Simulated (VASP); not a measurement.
# CuO (C2/c) in VASP: single point with PBEsol

Aim: the single point of CuO with PBEsol.

Everything below comes from runs of VASP 6.6.1. Logs are shortened: lines on timing, memory, paths and dates and some standing lists are left out, and cuts for length are marked.

## (1) The cell of the first run

The typed cell holds 4 atoms: a = 2.894 Å, b = 2.894 Å, c = 5.092 Å, α = 89.96°, β = 89.96°, γ = 89.83°.

## (2) Single point, PBEsol

Contents of POSCAR:

```
CuO
1.0
    2.8940161948     -0.0154640911     -0.0039742416
    0.0238068176      2.8939275684     -0.0039499487
    0.0103466650      0.0102357054      5.0923891494
Cu O
2 2
Direct
    0.5000000000      0.0000000000      0.5000000000
    0.0000000000      0.5000000000      0.0000000000
    0.0002557345      0.9997387060      0.2500003705
    0.9997442655      0.0002612940      0.7499996295
```

Contents of INCAR.step1:

```
PREC = Accurate
ENCUT = 520
EDIFF = 1E-6
ISMEAR = 0
SIGMA = 0.1
LREAL = False
LASPH = True
NELM = 120
ALGO = Normal
ISIF = 2
LWAVE = False
LCHARG = True
LMAXMIX = 4
GGA = PS
NBANDS = 25
GGA_COMPAT = False
NEDOS = 2001
LORBIT = 11
```

Contents of KPOINTS.step1:

```
regular mesh
0
Gamma
  14 14 8
```

Contents of INCAR.step2:

```
PREC = Accurate
ENCUT = 520
EDIFF = 1E-6
ISMEAR = -5
SIGMA = 0.1
LREAL = False
LASPH = True
NELM = 120
ALGO = Normal
ISIF = 2
LWAVE = False
LCHARG = False
LMAXMIX = 4
GGA = PS
LORBIT = 11
NEDOS = 2001
ICHARG = 11
GGA_COMPAT = False
```

Contents of KPOINTS.step2:

```
regular mesh
0
Gamma
  21 21 12
```

Potentials or basis: VASP PAW PBE potentials, release 64 (Cu, O).

On the command line:

```console
cat potpaw_PBE.64/Cu/POTCAR potpaw_PBE.64/O/POTCAR > POTCAR
cp INCAR.step1 INCAR
cp KPOINTS.step1 KPOINTS
mpirun -np 1 vasp_std > vasp.out
cp INCAR.step2 INCAR
cp KPOINTS.step2 KPOINTS
mpirun -np 1 vasp_std > vasp.out
```

OUTCAR:

```text
PREC = Accurate
   ENCUT = 520
   EDIFF = 1E-6
   ISMEAR = -5
   LREAL = False
   LASPH = True
   NELM = 120
   ISIF = 2
   GGA = PS
   LORBIT = 11
   ICHARG = 11

 ion  position               nearest neighbor table
   1  0.500  0.000  0.500-   3 1.93   4 1.93   4 1.93   3 1.93
   2  0.000  0.500  0.000-   4 1.93   3 1.93   4 1.93   3 1.93
   3  0.000  1.000  0.250-   2 1.93   1 1.93   2 1.93   1 1.93
   4  1.000  0.000  0.750-   2 1.93   1 1.93   2 1.93   1 1.93

  LATTYP: Found a base centered monoclinic cell.
 ALAT       =     4.0986956358
 B/A-ratio  =     0.9971194163
 C/A-ratio  =     1.5956098936
 COS(beta)  =    -0.6274396066

  Lattice vectors:

 A1 = (  -2.8940161948,   0.0154640911,   0.0039742416)
 A2 = (  -0.0238068176,  -2.8939275684,   0.0039499487)
 A3 = (   2.9281696774,   2.8886991827,   5.0844649591)

Analysis of symmetry for initial positions (statically):
=====================================================================
 Subroutine PRICEL returns:
 Original cell was already a primitive cell.

 Routine SETGRP: Setting up the symmetry group for a
 base centered monoclinic supercell.

 Subroutine GETGRP returns: Found  4 space group operations
 (whereof  2 operations were pure point group operations)
 out of a pool of  4 trial point group operations.

The static configuration has the point symmetry S_2 .
 The point group associated with its full space group is C_2h.

Analysis of symmetry for dynamics (positions and initial velocities):
=====================================================================
 Subroutine PRICEL returns:
 Original cell was already a primitive cell.

 Routine SETGRP: Setting up the symmetry group for a
 base centered monoclinic supercell.

 Subroutine GETGRP returns: Found  4 space group operations
 (whereof  2 operations were pure point group operations)
 out of a pool of  4 trial point group operations.

The dynamic configuration has the point symmetry S_2 .
 The point group associated with its full space group is C_2h.

 Subroutine INISYM returns: Found  4 space group operations
 (whereof  2 operations are pure point group operations),
 and found     1 'primitive' translations

----------------------------------------------------------------------------------------

                                     Primitive cell

  volume of cell :      42.6512

  direct lattice vectors                    reciprocal lattice vectors
     2.894016195 -0.015464091 -0.003974242     0.345524418 -0.002843398 -0.000696318
     0.023806818  2.893927568 -0.003949949     0.001845397  0.345535016 -0.000698275
     0.010346665  0.010235705  5.092389149     0.000271088  0.000265798  0.196370396

  length of vectors
     2.894060239  2.894028185  5.092409947     0.345536819  0.345540649  0.196370763

  position of ions in fractional coordinates (direct lattice)
     0.500000000  0.000000000  0.500000000
     1.000000000  0.500000000  0.000000000
     0.000255735  0.999738706  0.250000370
     0.999744265  0.000261294  0.749999630

  ion indices of the primitive-cell ions
   primitive index   ion index
                 1           1
                 2           2
                 3           3
                 4           4

----------------------------------------------------------------------------------------

 KPOINTS: regular mesh

Automatic generation of k-mesh.
 Grid dimensions read from file:
 generate k-points for:   21   21   12

 Generating k-lattice:

  Cartesian coordinates                     Fractional coordinates (reciprocal lattice)
     0.016453544 -0.000135400 -0.000033158     0.047619048  0.000000000  0.000000000
     0.000087876  0.016454048 -0.000033251    -0.000000000  0.047619048  0.000000000
     0.000022591  0.000022150  0.016364200     0.000000000  0.000000000  0.083333333

  Length of vectors
     0.016454134  0.016454317  0.016364230

  Shift w.r.t. Gamma in fractional coordinates (k-lattice)
     0.000000000  0.000000000  0.000000000

 TETIRR: Found   7938 inequivalent tetrahedra from    31752

 Subroutine IBZKPT returns following result:
 ===========================================

 Found   1397 irreducible k-points:

 Following reciprocal coordinates:
            Coordinates               Weight
  0.000000  0.000000  0.000000      1.000000
  0.047619  0.000000 -0.000000      4.000000
  0.095238  0.000000 -0.000000      4.000000
  0.142857  0.000000  0.000000      4.000000
  0.190476  0.000000 -0.000000      4.000000
  0.238095  0.000000  0.000000      4.000000
[... 16 lines left out ...]
 -0.428571  0.047619  0.000000      4.000000
 -0.380952  0.047619  0.000000      4.000000
 [... further k-points ...]
   k-points           NKPTS =   1397   k-points in BZ     NKDIM =   1397   number of bands    NBANDS=     21
   number of dos      NEDOS =   2001   number of ions     NIONS =      4
   total plane-waves  NPLWV =  23040
   dimension x,y,z NGX =    24 NGY =   24 NGZ =   40
   dimension x,y,z NGXF=    48 NGYF=   48 NGZF=   80
   ions per type =               2   2
   NGX,Y,Z   is equivalent  to a cutoff of  13.79, 13.79, 13.06 a.u.
   NGXF,Y,Z  is equivalent  to a cutoff of  27.57, 27.57, 26.12 a.u.
 SYSTEM =  unknown system
   PREC   = accura    normal or accurate (medium, high low for compatibility)
   ISTART =      0    job   : 0-new  1-cont  2-samecut
   ICHARG =     11    charge: 1-file 2-atom 10-const
   ISPIN  =      1    spin polarized calculation?
   LNONCOLLINEAR =      F non collinear calculations
   LSORBIT =      F    spin-orbit coupling
   LASPH  =      T    aspherical Exc in radial PAW
   ENCUT  =  520.0 eV  38.22 Ry    6.18 a.u.   5.38  5.38  9.47*2*pi/ulx,y,z
   NELM   =    120;   NELMIN=  2; NELMDL=  0     # of ELM steps
   EDIFF  = 0.1E-05   stopping-criterion for ELM
   LREAL  =      F    real-space projection
   EDIFFG = 0.1E-04   stopping-criterion for IOM
   NSW    =      0    number of steps for IOM
   IBRION =     -1    ionic relax: 0-MD 1-quasi-New 2-CG
   NFREE  =      0    steps in history (QN), initial steepest desc. (CG)
   ISIF   =      2    stress and relaxation
   ISYM   =      2    0-nonsym 1-usesym 2-fastsym
   POTIM  = 0.5000    time-step for ionic-motion
   TEBEG  =    0.0;   TEEND  =   0.0 temperature during run
   PSTRESS=    0.0 pullay stress
   NELECT =      34.0000    total number of electrons
   NUPDOWN=      -1.0000    fix difference up-down
   EMIN   =  10.00;   EMAX   =-10.00  energy-range for DOS
   EFERMI =   0.00;   METHOD = LEGACY
   ISMEAR =    -5;   SIGMA  =   0.10  broadening in eV -4-tet -1-fermi 0-gaus
   EFERMI_NEDOS =   21; number of points for ismear=-14 and -15
   IALGO  =     38    algorithm
   IMIX   =      4    mixing-type and parameters
     AMIX     =   0.40;   BMIX     =  1.00
     AMIX_MAG =   1.60;   BMIX_MAG =  1.00
  volume/ion in A,a.u.               =      10.66        71.96
  Fermi-wavevector in a.u.,A,eV,Ry     =   1.517949  2.868508 31.350133  2.304170
  Thomas-Fermi vector in A             =   2.627136
   LORBIT       =     11    0 simple, 1 ext, 2 COOP (PROOUT), +10 PAW based schemes
   GGA     = PS    functional components
   LHFCALC =     F    Hartree Fock is set to
   AEXX    =    0.0000 exact exchange contribution
   IVDW    =     0    specifies the selected vdW correction
   LEPSILON=     F    determine dielectric tensor
   LRPA    =     F    only Hartree local field effects (RPA)
 non-spin polarized calculation
 Fermi weights with tetrahedron method with Bloechl corrections
  energy-cutoff  :      520.00
  volume of cell :       42.65
 maximum number of plane-waves:      1175
 NGX is ok and might be reduce to    24

 number of electron      33.9999947 magnetization

 Free energy of the ion-electron system (eV)
  ---------------------------------------------------
  ext. energy  EPLUGINS =         0.00000000
  ---------------------------------------------------
  free energy    TOTEN  =       -21.47838944 eV

  energy without entropy =      -21.47838944  energy(sigma->0) =      -21.47838944

 E-fermi :   5.2285     XC(G=0): -11.8067

 val. band max:        5.2406982348   @ k =  -0.0476   0.4286   0.1667
 cond. band min:       5.1978199978   @ k =  -0.1429   0.1905   0.3333
 fundamental gap:     -0.0428782369
 Fermi energy:         5.2285151986

 k-point     1 :       0.0000    0.0000    0.0000
  band No.  band energies     occupation
      1     -14.8618      2.00000
      2     -13.4284      2.00000
      3      -3.3366      2.00000
      4      -0.5036      2.00000
      5      -0.4974      2.00000
      6       1.2528      2.00000
[... 13 lines left out ...]
     20      11.2340      0.00000
     21      12.6392      0.00000

 k-point     2 :       0.0476    0.0000   -0.0000
  band No.  band energies     occupation
      1     -14.8484      2.00000
      2     -13.4242      2.00000
      3      -3.3143      2.00000
      4      -0.5144      2.00000
      5      -0.4936      2.00000
      6       1.1011      2.00000
[... 13 lines left out ...]
     20      11.3238      0.00000
     21      12.5712      0.00000

 k-point     3 :       0.0952    0.0000   -0.0000
  band No.  band energies     occupation
      1     -14.8091      2.00000
      2     -13.4127      2.00000
      3      -3.2490      2.00000
      4      -0.5510      2.00000
      5      -0.4751      2.00000
      6       0.7278      2.00000
[... 13 lines left out ...]
     20      11.5787      0.00000
     21      12.3683      0.00000
[... 457 lines left out ...]
 k-point    23 :      -0.4286    0.0476    0.0000
  band No.  band energies     occupation
      1     -14.2219      2.00000
      2     -13.2503      2.00000
      3      -2.2482      2.00000
      4      -2.1098      2.00000
      5      -0.6913      2.00000
      6      -0.2287      2.00000
[... 13 lines left out ...]
     20      10.5710      0.00000
     21      12.5790      0.00000

 k-point    24 :      -0.3810    0.0476    0.0000
  band No.  band energies     occupation
      1     -14.2825      2.00000
      2     -13.2661      2.00000
      3      -2.3473      2.00000
      4      -1.8967      2.00000
      5      -0.7161      2.00000
      6      -0.2522      2.00000
[... 13 lines left out ...]
     20      10.2165      0.00000
     21      13.2951      0.00000

 [... further k-points ...]

------------------------ aborting loop because EDIFF is reached ----------------------------------------

  FORCE on cell =-STRESS in cart. coord.  units (eV):
  Direction    XX          YY          ZZ          XY          YZ          ZX
  --------------------------------------------------------------------------------------
  -------------------------------------------------------------------------------------
  Total        0.2389941      0.2390818      0.3421067     -0.0034302     -0.0017442     -0.0017699
  in kB        8.9777187      8.9810166     12.8511063     -0.1288535     -0.0655204     -0.0664845
  external PRESSURE =      10.2699472 kB  Pullay stress =       0.0000000 kB

 VOLUME and BASIS-vectors are now :
 -----------------------------------------------------------------------------
  energy-cutoff  :      520.00
  volume of cell :       42.65
      direct lattice vectors                 reciprocal lattice vectors
     2.894016195 -0.015464091 -0.003974242     0.345524418 -0.002843398 -0.000696318
     0.023806818  2.893927568 -0.003949949     0.001845397  0.345535016 -0.000698275
     0.010346665  0.010235705  5.092389149     0.000271088  0.000265798  0.196370396

 POSITION                                       TOTAL-FORCE (eV/Angst)
 -----------------------------------------------------------------------------------
      1.45218     -0.00261      2.54421         0.000000      0.000000      0.000000
      0.01190      1.44696     -0.00197         0.000000      0.000000     -0.000000
      0.02713      2.89573      1.26915        -0.000636      0.000645      0.000000
      2.90104     -0.00703      3.81532         0.000636     -0.000645     -0.000000
 -----------------------------------------------------------------------------------
    total drift:                                0.000000      0.000000     -0.000000

  FREE ENERGIE OF THE ION-ELECTRON SYSTEM (eV)
  ---------------------------------------------------
  free  energy   TOTEN  =       -21.4783894381 eV

  energy  without entropy=      -21.4783894381  energy(sigma->0) =      -21.47838944

 total charge

# of ion       s       p       d       tot
------------------------------------------
    1        0.410   0.425   9.129   9.964
    2        0.410   0.425   9.129   9.964
    3        1.573   3.377   0.000   4.949
    4        1.573   3.377   0.000   4.949
--------------------------------------------------
tot          3.966   7.602  18.258  29.826
```

Run time: 14 min. Hardware: 1 thread of Intel Xeon Platinum 8259CL at 2.50GHz (Skylake/Cascade Lake), shared host; peak memory 1.1 GiB.

Results:

* Valence electrons inside the program's atomic spheres: Cu 9.96; O 4.95

Caveat: the PAW data sets were made with another functional, which shifts forces and pressure a little; semilocal functionals often make such compounds metallic where correlation or magnetic order opens a gap, which also shifts bond lengths.
